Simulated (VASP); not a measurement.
# AlRu (P4/mmm) in VASP: notebook

The runs below take AlRu through single point, with PBE.

Program: VASP 6.6.1. These are calculated values, not measurements. Logs are shortened: lines on timing, memory, paths and dates and some standing lists are left out, and cuts for length are marked.

### 1 The cell of the first run

Symmetry: P4/mmm, No. 123, tetragonal system. Conventional cell: a = 3.033 Å, b = 3.033 Å, c = 2.911 Å, α = 90.00°, β = 90.00°, γ = 90.00°. Within 3.4 Å of Al (site symmetry 4/mmm) lie 8 Ru at 2.59 Å and 6 Al at 2.91 to 3.03 Å. Within 3.4 Å of Ru (site symmetry 4/mmm) lie 8 Al at 2.59 Å and 6 Ru at 2.91 to 3.03 Å.

### 2 Single point, PBE

INCAR reads:

```
SYSTEM = AlRu
  PREC = Accurate
  ENCUT = 520
  EDIFF = 1E-6
  ISMEAR = 0
  SIGMA = 0.15
  LREAL = .FALSE.
  LASPH = .TRUE.
  NELM = 100
  ALGO = Fast
  ISIF = 2
  LWAVE = .FALSE.
  LCHARG = .TRUE.
  GGA = PE
  LELF = .TRUE.
  LVHAR = .TRUE.
  NBANDS = 16
```

KPOINTS reads:

```
Automatic mesh
0
G
  18 18 18
  0 0 0
```

POSCAR reads:

```
AlRu
1.0
    3.0325859150      0.0000000000      0.0000000000
    0.0000000000      3.0325859150      0.0000000000
    0.0000000000      0.0000000000      2.9112824784
Al Ru
1 1
Direct
    0.0000000000      0.0000000000      0.0000000000
    0.5000000000      0.5000000000      0.5000000000
```

Potentials or basis: VASP PAW PBE potentials, release 64 (Al, Ru_pv).

On the command line:

```
$ cat potpaw_PBE.64/Al/POTCAR potpaw_PBE.64/Ru_pv/POTCAR > POTCAR
$ mpirun -np 1 vasp_std > vasp.out
```

OUTCAR:

```text
SYSTEM = AlRu
   PREC = Accurate
   ENCUT = 520
   EDIFF = 1E-6
   ISMEAR = 0
   LREAL = .FALSE.
   LASPH = .TRUE.
   NELM = 100
   ISIF = 2
   GGA = PE

 ion  position               nearest neighbor table
   1  0.000  0.000  0.000-   2 2.59   2 2.59   2 2.59   2 2.59   2 2.59   2 2.59   2 2.59   2 2.59

   2  0.500  0.500  0.500-   1 2.59   1 2.59   1 2.59   1 2.59   1 2.59   1 2.59   1 2.59   1 2.59

  LATTYP: Found a simple tetragonal cell.
 ALAT       =     3.0325859150
 C/A-ratio  =     0.9600000000

  Lattice vectors:

 A1 = (   3.0325859150,   0.0000000000,   0.0000000000)
 A2 = (   0.0000000000,   3.0325859150,   0.0000000000)
 A3 = (   0.0000000000,   0.0000000000,   2.9112824784)

Analysis of symmetry for initial positions (statically):
=====================================================================
 Subroutine PRICEL returns:
 Original cell was already a primitive cell.

 Routine SETGRP: Setting up the symmetry group for a
 simple tetragonal supercell.

 Subroutine GETGRP returns: Found 16 space group operations
 (whereof 16 operations were pure point group operations)
 out of a pool of 16 trial point group operations.

The static configuration has the point symmetry D_4h.

Analysis of symmetry for dynamics (positions and initial velocities):
=====================================================================
 Subroutine PRICEL returns:
 Original cell was already a primitive cell.

 Routine SETGRP: Setting up the symmetry group for a
 simple tetragonal supercell.

 Subroutine GETGRP returns: Found 16 space group operations
 (whereof 16 operations were pure point group operations)
 out of a pool of 16 trial point group operations.

The dynamic configuration has the point symmetry D_4h.

 Subroutine INISYM returns: Found 16 space group operations
 (whereof 16 operations are pure point group operations),
 and found     1 'primitive' translations

----------------------------------------------------------------------------------------

                                     Primitive cell

  volume of cell :      26.7738

  direct lattice vectors                    reciprocal lattice vectors
     3.032585915  0.000000000  0.000000000     0.329751581  0.000000000  0.000000000
     0.000000000  3.032585915  0.000000000     0.000000000  0.329751581  0.000000000
     0.000000000  0.000000000  2.911282478     0.000000000  0.000000000  0.343491230

  length of vectors
     3.032585915  3.032585915  2.911282478     0.329751581  0.329751581  0.343491230

  position of ions in fractional coordinates (direct lattice)
     0.000000000  0.000000000  0.000000000
     0.500000000  0.500000000  0.500000000

  ion indices of the primitive-cell ions
   primitive index   ion index
                 1           1
                 2           2

----------------------------------------------------------------------------------------

 KPOINTS: Automatic mesh

Automatic generation of k-mesh.
 Grid dimensions read from file:
 generate k-points for:   18   18   18

 Generating k-lattice:

  Cartesian coordinates                     Fractional coordinates (reciprocal lattice)
     0.018319532  0.000000000  0.000000000     0.055555556  0.000000000  0.000000000
     0.000000000  0.018319532  0.000000000     0.000000000  0.055555556  0.000000000
     0.000000000  0.000000000  0.019082846     0.000000000  0.000000000  0.055555556

  Length of vectors
     0.018319532  0.018319532  0.019082846

  Shift w.r.t. Gamma in fractional coordinates (k-lattice)
     0.000000000  0.000000000  0.000000000

 Subroutine IBZKPT returns following result:
 ===========================================

 Found    550 irreducible k-points:

 Following reciprocal coordinates:
            Coordinates               Weight
  0.000000  0.000000  0.000000      1.000000
  0.055556  0.000000  0.000000      4.000000
  0.111111  0.000000  0.000000      4.000000
  0.166667  0.000000  0.000000      4.000000
  0.222222  0.000000  0.000000      4.000000
  0.277778  0.000000  0.000000      4.000000
[... 16 lines left out ...]
  0.277778  0.111111  0.000000      8.000000
  0.333333  0.111111  0.000000      8.000000
 [... further k-points ...]
   k-points           NKPTS =    550   k-points in BZ     NKDIM =    550   number of bands    NBANDS=     16
   number of dos      NEDOS =    301   number of ions     NIONS =      2
   total plane-waves  NPLWV =  13824
   dimension x,y,z NGX =    24 NGY =   24 NGZ =   24
   dimension x,y,z NGXF=    48 NGYF=   48 NGZF=   48
   ions per type =               1   1
   NGX,Y,Z   is equivalent  to a cutoff of  13.16, 13.16, 13.70 a.u.
   NGXF,Y,Z  is equivalent  to a cutoff of  26.31, 26.31, 27.41 a.u.
 SYSTEM =  AlRu
   PREC   = accura    normal or accurate (medium, high low for compatibility)
   ISTART =      0    job   : 0-new  1-cont  2-samecut
   ICHARG =      2    charge: 1-file 2-atom 10-const
   ISPIN  =      1    spin polarized calculation?
   LNONCOLLINEAR =      F non collinear calculations
   LSORBIT =      F    spin-orbit coupling
   LASPH  =      T    aspherical Exc in radial PAW
   ENCUT  =  520.0 eV  38.22 Ry    6.18 a.u.   5.64  5.64  5.41*2*pi/ulx,y,z
   NELM   =    100;   NELMIN=  2; NELMDL= -5     # of ELM steps
   EDIFF  = 0.1E-05   stopping-criterion for ELM
   LREAL  =      F    real-space projection
   EDIFFG = 0.1E-04   stopping-criterion for IOM
   NSW    =      0    number of steps for IOM
   IBRION =     -1    ionic relax: 0-MD 1-quasi-New 2-CG
   NFREE  =      0    steps in history (QN), initial steepest desc. (CG)
   ISIF   =      2    stress and relaxation
   ISYM   =      2    0-nonsym 1-usesym 2-fastsym
   POTIM  = 0.5000    time-step for ionic-motion
   TEBEG  =    0.0;   TEEND  =   0.0 temperature during run
   PSTRESS=    0.0 pullay stress
   NELECT =      17.0000    total number of electrons
   NUPDOWN=      -1.0000    fix difference up-down
   EMIN   =  10.00;   EMAX   =-10.00  energy-range for DOS
   EFERMI =   0.00;   METHOD = LEGACY
   ISMEAR =     0;   SIGMA  =   0.15  broadening in eV -4-tet -1-fermi 0-gaus
   EFERMI_NEDOS =   21; number of points for ismear=-14 and -15
   IALGO  =     68    algorithm
   IMIX   =      4    mixing-type and parameters
     AMIX     =   0.40;   BMIX     =  1.00
     AMIX_MAG =   1.60;   BMIX_MAG =  1.00
  volume/ion in A,a.u.               =      13.39        90.34
  Fermi-wavevector in a.u.,A,eV,Ry     =   1.407087  2.659009 26.938090  1.979894
  Thomas-Fermi vector in A             =   2.529382
   LORBIT       =      0    0 simple, 1 ext, 2 COOP (PROOUT), +10 PAW based schemes
   GGA     = PE    functional components
   LHFCALC =     F    Hartree Fock is set to
   AEXX    =    0.0000 exact exchange contribution
   IVDW    =     0    specifies the selected vdW correction
   LEPSILON=     F    determine dielectric tensor
   LRPA    =     F    only Hartree local field effects (RPA)
 non-spin polarized calculation
 RMM-DIIS sequential band-by-band and
 Gauss-broadening in eV      SIGMA  =   0.15
  energy-cutoff  :      520.00
  volume of cell :       26.77
 maximum number of plane-waves:       733
 NGX is ok and might be reduce to    24

 number of electron      17.0000004 magnetization

 Free energy of the ion-electron system (eV)
  ---------------------------------------------------
  ext. energy  EPLUGINS =         0.00000000
  ---------------------------------------------------
  free energy    TOTEN  =       -14.24984608 eV

  energy without entropy =      -14.23257627  energy(sigma->0) =      -14.24121117

 E-fermi :  10.7286     XC(G=0): -12.5661

 val. band max:       10.7248674547   @ k =   0.2222   0.0556   0.1111
 cond. band min:      10.7306773548   @ k =   0.0000   0.0000   0.0556
 fundamental gap:      0.0058099000
 Fermi energy:        10.7285825500

 k-point     1 :       0.0000    0.0000    0.0000
  band No.  band energies     occupation
      1     -31.0667      2.00000
      2     -31.0667      2.00000
      3     -31.0117      2.00000
      4       1.0402      2.00000
      5       7.1401      2.00000
      6       7.1529      2.00000
[... 8 lines left out ...]
     15      22.8383      0.00000
     16      25.8907      0.00000

 k-point     2 :       0.0556    0.0000    0.0000
  band No.  band energies     occupation
      1     -31.0723      2.00000
      2     -31.0662      2.00000
      3     -31.0113      2.00000
      4       1.0982      2.00000
      5       7.1584      2.00000
      6       7.1707      2.00000
[... 8 lines left out ...]
     15      22.8383      0.00000
     16      26.0395      0.00000

 k-point     3 :       0.1111    0.0000    0.0000
  band No.  band energies     occupation
      1     -31.0884      2.00000
      2     -31.0649      2.00000
      3     -31.0100      2.00000
      4       1.2708      2.00000
      5       7.2001      2.00000
      6       7.2265      2.00000
[... 8 lines left out ...]
     15      22.8386      0.00000
     16      26.5198      0.00000

 k-point     4 :       0.1667    0.0000    0.0000
  band No.  band energies     occupation
      1     -31.1130      2.00000
      2     -31.0628      2.00000
      3     -31.0081      2.00000
      4       1.5532      2.00000
      5       7.2334      2.00000
      6       7.3170      2.00000
[... 8 lines left out ...]
     15      23.0447      0.00000
     16      27.3787      0.00000
[... 324 lines left out ...]
 k-point    22 :       0.2222    0.1111    0.0000
  band No.  band energies     occupation
      1     -31.1408      2.00000
      2     -31.0815      2.00000
      3     -31.0039      2.00000
      4       2.1490      2.00000
      5       7.2941      2.00000
      6       7.5075      2.00000
[... 8 lines left out ...]
     15      23.8986      0.00000
     16      26.5024      0.00000

 k-point    23 :       0.2778    0.1111    0.0000
  band No.  band energies     occupation
      1     -31.1725      2.00000
      2     -31.0787      2.00000
      3     -31.0014      2.00000
      4       2.6141      2.00000
      5       7.1377      2.00000
      6       7.6387      2.00000
[... 8 lines left out ...]
     15      24.3828      0.00000
     16      25.4682      0.00000

 k-point    24 :       0.3333    0.1111    0.0000
  band No.  band energies     occupation
      1     -31.2021      2.00000
      2     -31.0760      2.00000
      3     -30.9990      2.00000
      4       3.1554      2.00000
      5       6.8038      2.00000
      6       7.7704      2.00000
[... 8 lines left out ...]
     15      24.4155      0.00000
     16      24.7873      0.00000

 [... further k-points ...]

------------------------ aborting loop because EDIFF is reached ----------------------------------------

  FORCE on cell =-STRESS in cart. coord.  units (eV):
  Direction    XX          YY          ZZ          XY          YZ          ZX
  --------------------------------------------------------------------------------------
  -------------------------------------------------------------------------------------
  Total        0.0329425      0.0329425      1.2923576      0.0000000     -0.0000000     -0.0000000
  in kB        1.9713171      1.9713171     77.3361812      0.0000000     -0.0000000     -0.0000000
  external PRESSURE =      27.0929385 kB  Pullay stress =       0.0000000 kB

 VOLUME and BASIS-vectors are now :
 -----------------------------------------------------------------------------
  energy-cutoff  :      520.00
  volume of cell :       26.77
      direct lattice vectors                 reciprocal lattice vectors
     3.032585915  0.000000000  0.000000000     0.329751581  0.000000000  0.000000000
     0.000000000  3.032585915  0.000000000     0.000000000  0.329751581  0.000000000
     0.000000000  0.000000000  2.911282478     0.000000000  0.000000000  0.343491230

 POSITION                                       TOTAL-FORCE (eV/Angst)
 -----------------------------------------------------------------------------------
      0.00000      0.00000      0.00000         0.000000      0.000000      0.000000
      1.51629      1.51629      1.45564         0.000000      0.000000      0.000000
 -----------------------------------------------------------------------------------
    total drift:                                0.000000     -0.000000     -0.000000

  FREE ENERGIE OF THE ION-ELECTRON SYSTEM (eV)
  ---------------------------------------------------
  free  energy   TOTEN  =       -14.2498460795 eV

  energy  without entropy=      -14.2325762678  energy(sigma->0) =      -14.24121117
```

Wall time 3.8 min (1 thread of Intel Xeon 8259CL, shared host); peak memory 0.33 GiB.

What came out:

- Free energy: -14.2498 eV
- Pressure: 2.7 GPa
- Band gap on the k mesh: zero (an odd number of electrons rules out a gap without spin polarisation)

Stress tensor (GPa, compression positive):
```
0.20 0.00 0.00
0.00 0.20 0.00
0.00 0.00 7.73
```

### 3 Single point, PBE

This run uses another cell than the first one, of the same volume but with other edges.

INCAR reads:

```
SYSTEM = AlRu
PREC = Accurate
ENCUT = 520
EDIFF = 1E-6
ISMEAR = 0
SIGMA = 0.15
LREAL = .FALSE.
LASPH = .TRUE.
NELM = 60
ALGO = Fast
ISIF = 2
LWAVE = .FALSE.
LCHARG = .TRUE.
GGA = PE
LELF = .TRUE.
LVHAR = .TRUE.
NBANDS = 16
```

KPOINTS is that of step 2.

POSCAR reads:

```
AlRu
1.0
    2.9433399480      0.0000000000      0.0000000000
    0.0000000000      2.9433399480      0.0000000000
    0.0000000000      0.0000000000      3.0905069454
Al Ru
1 1
Direct
    0.0000000000      0.0000000000      0.0000000000
    0.5000000000      0.5000000000      0.5000000000
```

Potentials or basis: VASP PAW PBE potentials, release 64 (Al, Ru_pv).

On the command line:

```
$ cat potpaw_PBE.64/Al/POTCAR potpaw_PBE.64/Ru_pv/POTCAR > POTCAR
$ mpirun -np 1 vasp_std > vasp.out
```

OUTCAR:

```text
SYSTEM = AlRu
   PREC = Accurate
   ENCUT = 520
   EDIFF = 1E-6
   ISMEAR = 0
   LREAL = .FALSE.
   LASPH = .TRUE.
   NELM = 60
   ISIF = 2
   GGA = PE

 ion  position               nearest neighbor table
   1  0.000  0.000  0.000-   2 2.59   2 2.59   2 2.59   2 2.59   2 2.59   2 2.59   2 2.59   2 2.59

   2  0.500  0.500  0.500-   1 2.59   1 2.59   1 2.59   1 2.59   1 2.59   1 2.59   1 2.59   1 2.59

  LATTYP: Found a simple tetragonal cell.
 ALAT       =     2.9433399480
 C/A-ratio  =     1.0500000000

  Lattice vectors:

[... 646 lines left out ...]

  FORCE on cell =-STRESS in cart. coord.  units (eV):
  Direction    XX          YY          ZZ          XY          YZ          ZX
  --------------------------------------------------------------------------------------
  -------------------------------------------------------------------------------------
  Total        0.9264205      0.9264205     -0.4675264      0.0000000     -0.0000000      0.0000000
  in kB       55.4380772     55.4380772    -27.9773229      0.0000000     -0.0000000      0.0000000
  external PRESSURE =      27.6329438 kB  Pullay stress =       0.0000000 kB

 VOLUME and BASIS-vectors are now :
 -----------------------------------------------------------------------------
  energy-cutoff  :      520.00
  volume of cell :       26.77
      direct lattice vectors                 reciprocal lattice vectors
     2.943339948  0.000000000  0.000000000     0.339750086  0.000000000  0.000000000
     0.000000000  2.943339948  0.000000000     0.000000000  0.339750086  0.000000000
     0.000000000  0.000000000  3.090506945     0.000000000  0.000000000  0.323571510

 POSITION                                       TOTAL-FORCE (eV/Angst)
 -----------------------------------------------------------------------------------
      0.00000      0.00000      0.00000         0.000000      0.000000      0.000000
      1.47167      1.47167      1.54525         0.000000      0.000000      0.000000
 -----------------------------------------------------------------------------------
    total drift:                                0.000000     -0.000000     -0.000000

  FREE ENERGIE OF THE ION-ELECTRON SYSTEM (eV)
  ---------------------------------------------------
  free  energy   TOTEN  =       -14.2437536347 eV

  energy  without entropy=      -14.2262434677  energy(sigma->0) =      -14.23499855
```

OSZICAR:

```text
N       E                     dE             d eps       ncg     rms          rms(c)
DAV:   1     0.116483879519E+03    0.11648E+03   -0.91608E+03 17968   0.987E+02
DAV:   2    -0.129993882031E+02   -0.12948E+03   -0.12332E+03 20608   0.292E+02
DAV:   3    -0.149018771861E+02   -0.19025E+01   -0.18968E+01 22504   0.370E+01
DAV:   4    -0.149158501122E+02   -0.13973E-01   -0.13953E-01 22216   0.334E+00
DAV:   5    -0.149160492852E+02   -0.19917E-03   -0.19882E-03 21296   0.383E-01    0.122E+01
RMM:   6    -0.143281148705E+02    0.58793E+00   -0.19942E+00 17998   0.110E+01    0.236E+00
RMM:   7    -0.142583925706E+02    0.69722E-01   -0.12574E-01 18500   0.287E+00    0.199E+00
RMM:   8    -0.142439624767E+02    0.14430E-01   -0.15523E-02 19415   0.937E-01    0.190E-01
RMM:   9    -0.142437578483E+02    0.20463E-03   -0.11062E-03 20033   0.277E-01    0.119E-01
RMM:  10    -0.142437530759E+02    0.47725E-05   -0.13554E-04 20968   0.108E-01    0.247E-02
RMM:  11    -0.142437541174E+02   -0.10415E-05   -0.33596E-05 20975   0.496E-02    0.183E-02
RMM:  12    -0.142437536347E+02    0.48273E-06   -0.84176E-06 20362   0.245E-02
   1 F= -.14243754E+02 E0= -.14234999E+02  d E =-.175102E-01
```

Wall time 3.8 min (1 thread of Intel Xeon 8259CL, shared host); peak memory 0.33 GiB.

Results:

| Item | Value |
| --- | --- |
| Free energy | -14.2438 eV |
| Pressure | 2.8 GPa |
| Band gap on the k mesh | zero (an odd number of electrons rules out a gap without spin polarisation) |

Levels at points of the mesh, in eV from the Fermi level:
```csv
k point,band 6,band 7,band 8,band 9,band 10,band 11,band 12,band 13
"(0.00, 0.00, 0.00)",-3.57,0.08,0.08,0.38,5.10,6.57,6.57,10.86
"(0.50, 0.00, 0.00)",-2.73,-2.00,-1.43,0.36,2.56,7.38,10.20,11.45
"(0.50, 0.50, 0.00)",-1.47,-1.47,-1.20,-1.20,1.74,5.74,6.40,9.87
"(0.00, 0.00, 0.50)",-2.90,-1.41,-1.41,0.57,1.72,7.49,11.44,11.44
"(0.50, 0.00, 0.50)",-1.64,-1.29,-1.10,-0.95,1.38,5.14,6.09,10.98
"(0.50, 0.50, 0.50)",-4.61,1.43,1.81,2.57,3.92,4.24,4.24,8.27
```
